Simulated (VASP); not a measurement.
# Ag (P6_3/mmc) in VASP: a series of runs, part 2 of 2

VASP 6.6.1. The steps go on from the part before.

**3. Single point, PBEsol**

This run uses another cell than the first one: it holds 8 atoms, not 2.

File INCAR:

```
  ALGO = Fast
  EDIFF = 1E-6
  ENCUT = 520
  GGA = PS
  ISIF = 2
  ISMEAR = 0
  LASPH = True
  LCHARG = False
  LREAL = False
  LWAVE = False
  NBANDS = 54
  NELM = 100
  PREC = Accurate
  SIGMA = 0.15
```

File KPOINTS:

```
k-points
0
Gamma
  8 8 8
```

File POSCAR:

```
Ag
1.0
    1.4335313342     -2.4829491051     -4.6907149289
    1.4335313342     -2.4829491051      4.6907149289
   -5.7341253368      0.0000000000      0.0000000000
Ag
8
Direct
    0.0416666667      0.2916666667      0.3333333333
    0.5416666667      0.7916666667      0.3333333333
    0.0416666667      0.2916666667      0.8333333333
    0.5416666667      0.7916666667      0.8333333333
    0.9583333333      0.7083333333      0.1666666667
    0.4583333333      0.2083333333      0.1666666667
    0.9583333333      0.7083333333      0.6666666667
    0.4583333333      0.2083333333      0.6666666667
```

Potentials or basis: VASP PAW PBE potentials, release 64 (Ag).

The run is started by

```console
$ cat potpaw_PBE.64/Ag/POTCAR > POTCAR
$ mpirun -np 1 vasp_std > vasp.out
```

OUTCAR:

```text
EDIFF = 1E-6
   ENCUT = 520
   GGA = PS
   ISIF = 2
   ISMEAR = 0
   LASPH = True
   LREAL = False
   NELM = 100
   PREC = Accurate

 ion  position               nearest neighbor table
   1  0.042  0.292  0.333-   3 2.87   3 2.87   4 2.87   2 2.87   2 2.87   4 2.87   6 2.87   5 2.87
                             8 2.87   7 2.87   5 2.87   6 2.87
   2  0.542  0.792  0.333-   4 2.87   4 2.87   1 2.87   3 2.87   1 2.87   3 2.87   6 2.87   5 2.87
                             8 2.87   7 2.87   6 2.87   5 2.87
   3  0.042  0.292  0.833-   1 2.87   1 2.87   4 2.87   2 2.87   4 2.87   2 2.87   8 2.87   7 2.87
                             6 2.87   5 2.87   7 2.87   8 2.87
   4  0.542  0.792  0.833-   2 2.87   2 2.87   3 2.87   1 2.87   3 2.87   1 2.87   8 2.87   7 2.87
                             6 2.87   5 2.87   8 2.87   7 2.87
   5  0.958  0.708  0.167-   7 2.87   7 2.87   8 2.87   6 2.87   6 2.87   8 2.87   1 2.87   2 2.87
                             3 2.87   4 2.87   2 2.87   1 2.87
   6  0.458  0.208  0.167-   8 2.87   8 2.87   5 2.87   7 2.87   5 2.87   7 2.87   1 2.87   2 2.87
                             3 2.87   4 2.87   1 2.87   2 2.87
   7  0.958  0.708  0.667-   5 2.87   5 2.87   8 2.87   6 2.87   8 2.87   6 2.87   3 2.87   4 2.87
                             1 2.87   2 2.87   4 2.87   3 2.87
   8  0.458  0.208  0.667-   6 2.87   6 2.87   7 2.87   5 2.87   7 2.87   5 2.87   3 2.87   4 2.87
                             1 2.87   2 2.87   3 2.87   4 2.87

  LATTYP: Found a face centered orthorhombic cell.
 ALAT       =     5.7341253368
 B/A-ratio  =     1.6360698985
 C/A-ratio  =     1.7320508076

  Lattice vectors:

 A1 = (  -4.3005940026,  -2.4829491051,   4.6907149289)
 A2 = (  -2.8670626684,  -4.9658982102,   0.0000000000)
 A3 = (   1.4335313342,  -2.4829491051,   4.6907149289)

Analysis of symmetry for initial positions (statically):
=====================================================================
 Subroutine PRICEL returns following result:

  LATTYP: Found a hexagonal cell.
 ALAT       =     2.8670626684
 C/A-ratio  =     1.6360698985

  Lattice vectors:

 A1 = (   2.8670626684,   0.0000000000,   0.0000000000)
 A2 = (  -1.4335313342,   2.4829491051,   0.0000000000)
 A3 = (   0.0000000000,   0.0000000000,   4.6907149289)

   4 primitive cells build up your supercell.

 Routine SETGRP: Setting up the symmetry group for a
 face centered orthorhombic supercell.

 Subroutine GETGRP returns: Found  8 space group operations
 (whereof  4 operations were pure point group operations)
 out of a pool of  8 trial point group operations.

The static configuration has the point symmetry C_2h.
 The point group associated with its full space group is D_2h.

Analysis of symmetry for dynamics (positions and initial velocities):
=====================================================================
 Subroutine PRICEL returns following result:

  LATTYP: Found a hexagonal cell.
 ALAT       =     2.8670626684
 C/A-ratio  =     1.6360698985

  Lattice vectors:

 A1 = (   2.8670626684,   0.0000000000,   0.0000000000)
 A2 = (  -1.4335313342,   2.4829491051,   0.0000000000)
 A3 = (   0.0000000000,   0.0000000000,   4.6907149289)

   4 primitive cells build up your supercell.

 Routine SETGRP: Setting up the symmetry group for a
[... 68 lines left out ...]
  0.500000  0.000000  0.000000      4.000000
  0.125000  0.125000  0.000000      4.000000
[... 16 lines left out ...]
  0.125000  0.000000  0.125000      8.000000
  0.250000  0.000000  0.125000      8.000000
 [... further k-points ...]
   k-points           NKPTS =     95   k-points in BZ     NKDIM =     95   number of bands    NBANDS=     54
   number of dos      NEDOS =    301   number of ions     NIONS =      8
   total plane-waves  NPLWV =  84672
   dimension x,y,z NGX =    42 NGY =   42 NGZ =   48
   dimension x,y,z NGXF=    84 NGYF=   84 NGZF=   96
   ions per type =               8
   NGX,Y,Z   is equivalent  to a cutoff of  12.70, 12.70, 13.92 a.u.
   NGXF,Y,Z  is equivalent  to a cutoff of  25.40, 25.40, 27.83 a.u.
 SYSTEM =  unknown system
   PREC   = accura    normal or accurate (medium, high low for compatibility)
   ISTART =      0    job   : 0-new  1-cont  2-samecut
   ICHARG =      2    charge: 1-file 2-atom 10-const
   ISPIN  =      1    spin polarized calculation?
   LNONCOLLINEAR =      F non collinear calculations
   LSORBIT =      F    spin-orbit coupling
   LASPH  =      T    aspherical Exc in radial PAW
   ENCUT  =  520.0 eV  38.22 Ry    6.18 a.u.  10.22 10.22 10.66*2*pi/ulx,y,z
   NELM   =    100;   NELMIN=  2; NELMDL= -5     # of ELM steps
   EDIFF  = 0.1E-05   stopping-criterion for ELM
   LREAL  =      F    real-space projection
   EDIFFG = 0.1E-04   stopping-criterion for IOM
   NSW    =      0    number of steps for IOM
   IBRION =     -1    ionic relax: 0-MD 1-quasi-New 2-CG
   NFREE  =      0    steps in history (QN), initial steepest desc. (CG)
   ISIF   =      2    stress and relaxation
   ISYM   =      2    0-nonsym 1-usesym 2-fastsym
   POTIM  = 0.5000    time-step for ionic-motion
   TEBEG  =    0.0;   TEEND  =   0.0 temperature during run
   PSTRESS=    0.0 pullay stress
   NELECT =      88.0000    total number of electrons
   NUPDOWN=      -1.0000    fix difference up-down
   EMIN   =  10.00;   EMAX   =-10.00  energy-range for DOS
   EFERMI =   0.00;   METHOD = LEGACY
   ISMEAR =     0;   SIGMA  =   0.15  broadening in eV -4-tet -1-fermi 0-gaus
   EFERMI_NEDOS =   21; number of points for ismear=-14 and -15
   IALGO  =     68    algorithm
   IMIX   =      4    mixing-type and parameters
     AMIX     =   0.40;   BMIX     =  1.00
     AMIX_MAG =   1.60;   BMIX_MAG =  1.00
  volume/ion in A,a.u.               =      16.70       112.67
  Fermi-wavevector in a.u.,A,eV,Ry     =   1.424517  2.691947 27.609614  2.029249
  Thomas-Fermi vector in A             =   2.545000
   LORBIT       =      0    0 simple, 1 ext, 2 COOP (PROOUT), +10 PAW based schemes
   GGA     = PS    functional components
   LHFCALC =     F    Hartree Fock is set to
   AEXX    =    0.0000 exact exchange contribution
   IVDW    =     0    specifies the selected vdW correction
   LEPSILON=     F    determine dielectric tensor
   LRPA    =     F    only Hartree local field effects (RPA)
 non-spin polarized calculation
 RMM-DIIS sequential band-by-band and
 Gauss-broadening in eV      SIGMA  =   0.15
  energy-cutoff  :      520.00
  volume of cell :      133.57
 maximum number of plane-waves:      3630
 NGX is ok and might be reduce to    42

 number of electron      88.0000014 magnetization

 Free energy of the ion-electron system (eV)
  ---------------------------------------------------
  ext. energy  EPLUGINS =         0.00000000
  ---------------------------------------------------
  free energy    TOTEN  =       -26.42532174 eV

  energy without entropy =      -26.39647970  energy(sigma->0) =      -26.41090072

 E-fermi :   8.4773     XC(G=0): -12.5365

 val. band max:        8.4629132795   @ k =  -0.2500   0.2500   0.1250
 cond. band min:       8.4997014023   @ k =   0.3750   0.0000   0.0000
 fundamental gap:      0.0367881228
 Fermi energy:         8.4772897040

 k-point     1 :       0.0000    0.0000    0.0000
  band No.  band energies     occupation
      1       0.5393      2.00000
      2       1.9981      2.00000
      3       2.0761      2.00000
      4       2.1285      2.00000
      5       2.1285      2.00000
      6       2.1285      2.00000
[... 1357 lines left out ...]
     53      15.8983      0.00000
     54      15.9771      0.00000

 [... further k-points ...]

------------------------ aborting loop because EDIFF is reached ----------------------------------------

  FORCE on cell =-STRESS in cart. coord.  units (eV):
  Direction    XX          YY          ZZ          XY          YZ          ZX
  --------------------------------------------------------------------------------------
  -------------------------------------------------------------------------------------
  Total       -0.2523423     -0.2411699     -0.0031087     -0.0096756      0.0000000      0.0000000
  in kB       -3.0268897     -2.8928743     -0.0372896     -0.1160607      0.0000000      0.0000000
  external PRESSURE =      -1.9856845 kB  Pullay stress =       0.0000000 kB

 VOLUME and BASIS-vectors are now :
 -----------------------------------------------------------------------------
  energy-cutoff  :      520.00
  volume of cell :      133.57
      direct lattice vectors                 reciprocal lattice vectors
     1.433531334 -2.482949105 -4.690714929     0.000000000 -0.201373439 -0.106593559
     1.433531334 -2.482949105  4.690714929     0.000000000 -0.201373439  0.106593559
    -5.734125337  0.000000000  0.000000000    -0.174394514 -0.100686719  0.000000000

 POSITION                                       TOTAL-FORCE (eV/Angst)
 -----------------------------------------------------------------------------------
     -1.43353     -0.82765      1.17268        -0.000051     -0.000029      0.000000
      0.00000     -3.31060      1.17268        -0.000051     -0.000029      0.000000
     -4.30059     -0.82765      1.17268        -0.000051     -0.000029      0.000000
     -2.86706     -3.31060      1.17268        -0.000051     -0.000029      0.000000
      1.43353     -4.13825     -1.17268         0.000051      0.000029      0.000000
     -0.00000     -1.65530     -1.17268         0.000051      0.000029      0.000000
     -1.43353     -4.13825     -1.17268         0.000051      0.000029      0.000000
     -2.86706     -1.65530     -1.17268         0.000051      0.000029      0.000000
 -----------------------------------------------------------------------------------
    total drift:                               -0.000000      0.000000      0.000000

  FREE ENERGIE OF THE ION-ELECTRON SYSTEM (eV)
  ---------------------------------------------------
  free  energy   TOTEN  =       -26.4253217400 eV

  energy  without entropy=      -26.3964797020  energy(sigma->0) =      -26.41090072
```

Run time: 6.2 min. Hardware: 1 thread of Intel Xeon 6975P-C (Granite Rapids), shared host; peak memory 0.58 GiB.

What came out:

| Item | Value |
| --- | --- |
| Free energy | -26.4253 eV |
| Pressure | -0.2 GPa |
| Band gap on the k mesh | zero (bands 44 and 45 overlap by 2.98 eV) |

Caveat: the PAW data sets were made with another functional, which shifts forces and pressure a little.

**4. Single point, PBEsol**

This run uses another cell than the first one: it holds 6 atoms, not 2.

File INCAR:

```
PREC = Accurate ; ENCUT = 520
EDIFF = 1E-6 ; ISMEAR = 0
SIGMA = 0.15 ; LREAL = False
LASPH = True ; NELM = 100
ALGO = Fast ; ISIF = 2
LWAVE = False ; LCHARG = False
GGA = PS ; NBANDS = 42
```

File KPOINTS:

```
Automatic mesh
0
Gamma
  24 24 5
```

File POSCAR:

```
Ag
1.0
   -2.8670626753      0.0000000000      0.0000000000
   -1.4335313377     -2.4829491111      0.0000000000
    0.0000000000      0.0000000000     14.0721448197
Ag
6
Direct
    0.3333333333      0.3333333333      0.0833333333
    0.3333333333      0.3333333333      0.4166666667
    0.3333333333      0.3333333333      0.7500000000
    0.6666666667      0.6666666667      0.2500000000
    0.6666666667      0.6666666667      0.5833333333
    0.6666666667      0.6666666667      0.9166666667
```

The run is started by

```console
$ cat potpaw_PBE.64/Ag/POTCAR > POTCAR
$ mpirun -np 1 vasp_std > vasp.out
```

Run time: 5 min. Hardware: 1 thread of Intel Xeon 6975P-C (Granite Rapids), shared host; peak memory 0.62 GiB.

The run converged. Its results:

- Free energy: -19.8347 eV
- Pressure: -0.3 GPa
- Band gap on the k mesh: zero (bands 33 and 34 overlap by 6.49 eV)

Stress tensor (GPa, compression positive):
```
-0.46  0.00  0.00
 0.00 -0.46  0.00
 0.00  0.00  0.00
```

Levels at points of the mesh, in eV from the Fermi level:
| k point | band 30 | band 31 | band 32 | band 33 | band 34 | band 35 | band 36 | band 37 |
| --- | --- | --- | --- | --- | --- | --- | --- | --- |
| (0.00, 0.00, 0.00) | -3.19 | -3.19 | -3.19 | -3.19 | -3.07 | -3.07 | -0.52 | 3.67 |
| (0.50, 0.00, 0.00) | -2.78 | 0.08 | 0.17 | 0.17 | 1.24 | 1.24 | 1.59 | 5.07 |

Caveat: the PAW data sets were made with another functional, which shifts forces and pressure a little.

**5. Single point, PBEsol (strained)**

File INCAR:

```
SYSTEM = Ag
ALGO = Fast
EDIFF = 1E-7
ENCUT = 520
GGA = PS
ISIF = 2
ISMEAR = 0
LASPH = .TRUE.
LCHARG = .TRUE.
LELF = .TRUE.
LREAL = .FALSE.
LVHAR = .TRUE.
LWAVE = .FALSE.
NBANDS = 18
NELM = 60
PREC = Accurate
SIGMA = 0.1
```

File KPOINTS:

```
k-points
0
G
  18 18 10
  0 0 0
```

File POSCAR:

```
Ag
1.0
    2.8799244132      0.0000000000      0.0000000000
   -1.4399622066      2.4940877028      0.0000000000
    0.0000000000      0.0000000000      4.7799889000
Ag
2
Direct
    0.3333333333      0.6666666667      0.2500000000
    0.6666666667      0.3333333333      0.7500000000
```

The run is started by

```console
$ cat potpaw_PBE.64/Ag/POTCAR > POTCAR
$ mpirun -np 1 vasp_std > vasp.out
```

Wall time 47 s (1 thread of Intel Xeon 6975P-C (Granite Rapids), shared host); peak memory 0.23 GiB.

Results (log left out):

* Free energy: -6.5946 eV
* Pressure: -3.2 GPa
* Band gap on the k mesh: zero (bands 11 and 12 overlap by 7.48 eV)

Stress tensor (GPa, compression positive):
```
-2.75  0.00  0.00
 0.00 -2.75  0.00
 0.00  0.00 -3.98
```

Levels at points of the mesh, in eV from the Fermi level:
```csv
k point,band 7,band 8,band 9,band 10,band 11,band 12,band 13,band 14,band 15,band 16
"(0.00, 0.00, 0.00)",-4.39,-3.97,-3.97,-3.02,-3.02,-0.52,3.36,15.76,17.25,17.90
"(0.50, 0.00, 0.00)",-3.72,-2.86,-2.85,-2.72,0.16,1.62,6.76,7.05,9.24,10.31
"(0.00, 0.00, 0.50)",-4.51,-4.51,-3.33,-3.33,-3.33,-3.33,10.75,10.75,16.11,16.11
"(0.50, 0.00, 0.50)",-3.07,-3.07,-2.77,-2.77,0.77,0.77,4.61,4.61,13.67,13.67
```

Caveat: the cell differs from its parent crystal (strained); the cell stands under tension; the PAW data sets were made with another functional, which shifts forces and pressure a little.

**6. Single point, PBEsol (strained)**

File INCAR:

```
PREC     = Accurate       # precision mode
ENCUT    = 520            # plane-wave cutoff, eV
EDIFF    = 1E-6           # SCF threshold, eV
ISMEAR   = 0              # smearing method
SIGMA    = 0.1            # smearing width, eV
LREAL    = False          # projectors in reciprocal space
LASPH    = True           # aspherical terms in the spheres
NELM     = 80             # most SCF steps
ALGO     = Fast           # electronic algorithm
ISIF     = 2              # what is computed and relaxed
LWAVE    = False          # write WAVECAR
LCHARG   = False          # write CHGCAR
GGA      = PS             # functional
NBANDS   = 18             # bands
```

File KPOINTS:

```
Automatic mesh
0
Gamma
  18 18 10
```

File POSCAR:

```
Ag
1.0
    2.9957179373      0.0000000000      0.0000000000
   -1.4978589687      2.5943678363      0.0000000000
    0.0000000000      0.0000000000      4.4663397000
Ag
2
Direct
    0.3333333333      0.6666666667      0.2500000000
    0.6666666667      0.3333333333      0.7500000000
```

Potentials or basis: VASP PAW PBE potentials, release 64 (Ag).

The run is started by

```console
$ cat potpaw_PBE.64/Ag/POTCAR > POTCAR
$ mpirun -np 1 vasp_std > vasp.out
```

OUTCAR:

```text
PREC = Accurate
   ENCUT = 520
   EDIFF = 1E-6
   ISMEAR = 0
   LREAL = False
   LASPH = True
   NELM = 80
   ISIF = 2
   GGA = PS

 ion  position               nearest neighbor table
   1  0.333  0.667  0.250-   2 2.82   2 2.82   2 2.82   2 2.82   2 2.82   2 2.82
   2  0.667  0.333  0.750-   1 2.82   1 2.82   1 2.82   1 2.82   1 2.82   1 2.82

  LATTYP: Found a hexagonal cell.
 ALAT       =     2.9957179373
 C/A-ratio  =     1.4909079538

  Lattice vectors:

[... 694 lines left out ...]

------------------------ aborting loop because EDIFF is reached ----------------------------------------

  FORCE on cell =-STRESS in cart. coord.  units (eV):
  Direction    XX          YY          ZZ          XY          YZ          ZX
  --------------------------------------------------------------------------------------
  -------------------------------------------------------------------------------------
  Total       -1.3465516     -1.3465516      0.5127012      0.0000000     -0.0000000      0.0000000
  in kB      -62.1511759    -62.1511759     23.6641364      0.0000000     -0.0000000      0.0000000
  external PRESSURE =     -33.5460718 kB  Pullay stress =       0.0000000 kB

 VOLUME and BASIS-vectors are now :
 -----------------------------------------------------------------------------
  energy-cutoff  :      520.00
  volume of cell :       34.71
      direct lattice vectors                 reciprocal lattice vectors
     2.995717937  0.000000000  0.000000000     0.333809798  0.192725177  0.000000000
    -1.497858969  2.594367836  0.000000000     0.000000000  0.385450354  0.000000000
     0.000000000  0.000000000  4.466339700     0.000000000  0.000000000  0.223896987

 POSITION                                       TOTAL-FORCE (eV/Angst)
 -----------------------------------------------------------------------------------
     -0.00000      1.72958      1.11658         0.000000     -0.000000      0.000000
      1.49786      0.86479      3.34975        -0.000000      0.000000      0.000000
 -----------------------------------------------------------------------------------
    total drift:                               -0.000000      0.000000     -0.000000

  FREE ENERGIE OF THE ION-ELECTRON SYSTEM (eV)
  ---------------------------------------------------
  free  energy   TOTEN  =        -6.5309818763 eV

  energy  without entropy=       -6.5283090940  energy(sigma->0) =       -6.52964549
```

stdout:

```text
POSCAR found type information on POSCAR Ag
 POSCAR found :  1 types and       2 ions
 scaLAPACK will be used
 -----------------------------------------------------------------------------
|                                                                             |
|                                                                             |
|     You enforced a specific xc type in the INCAR file but a different       |
|     I HOPE YOU KNOW WHAT YOU ARE DOING!                                     |
|                                                                             |
 -----------------------------------------------------------------------------

 LDA part: xc-table for (Slater+PW92), standard interpolation
 POSCAR, INCAR and KPOINTS ok, starting setup
 FFT: planning ... GRIDC
 FFT: planning ... GRID_SOFT
 FFT: planning ... GRID
 WAVECAR not read
 entering main loop
```

Run time: 42 s. Hardware: 1 thread of Intel Xeon 6975P-C (Granite Rapids), shared host; peak memory 0.23 GiB.

What came out:

```yaml
Free_energy: -6.5310 eV
Pressure: -3.4 GPa
Band_gap_on_the_k_mesh: zero (bands 11 and 12 overlap by 6.93 eV)
```

Caveat: the cell differs from its parent crystal (strained); the cell stands under tension; the PAW data sets were made with another functional, which shifts forces and pressure a little.

**7. Summary**

| task | cell | k mesh | cutoff (eV) | smearing | gap on the mesh (eV) | pressure (GPa) |
| --- | --- | --- | --- | --- | --- | --- |
| relaxation of cell and atoms | relaxed from a = 2.930, b = 2.930, c = 4.790 Å, angles 90.0, 90.0, 120.0°, 2 atoms, atomic positions A | 18 × 18 × 10 | 600 | gaussian 0.1 eV | none | 0.0 |
| single point | a = 5.498, b = 5.498, c = 5.734 Å, angles 105.1, 105.1, 117.1°, 8 atoms, atomic positions B | 8 × 8 × 8 | 520 | gaussian 0.15 eV | none | -0.2 |
| single point | a = 2.867, b = 2.867, c = 14.072 Å, angles 90.0, 90.0, 60.0°, 6 atoms, atomic positions C | 24 × 24 × 5 | 520 | gaussian 0.15 eV | none | -0.3 |
| single point | a = 2.880, b = 2.880, c = 4.780 Å, angles 90.0, 90.0, 120.0°, 2 atoms, atomic positions A | 18 × 18 × 10 | 520 | gaussian 0.1 eV | none | -3.2 |
| single point | a = 2.996, b = 2.996, c = 4.466 Å, angles 90.0, 90.0, 120.0°, 2 atoms, atomic positions A | 18 × 18 × 10 | 520 | gaussian 0.1 eV | none | -3.4 |

Alike in all rows: level PBEsol; potentials or basis VASP PAW PBE potentials, release 64 (Ag); no spin polarisation.

Caveats: the PAW data sets were made with another functional, which shifts forces and pressure a little; the cell stands under tension (at least some runs).

Total energies depend on the potentials used, so only differences within one code and one set of settings carry meaning.
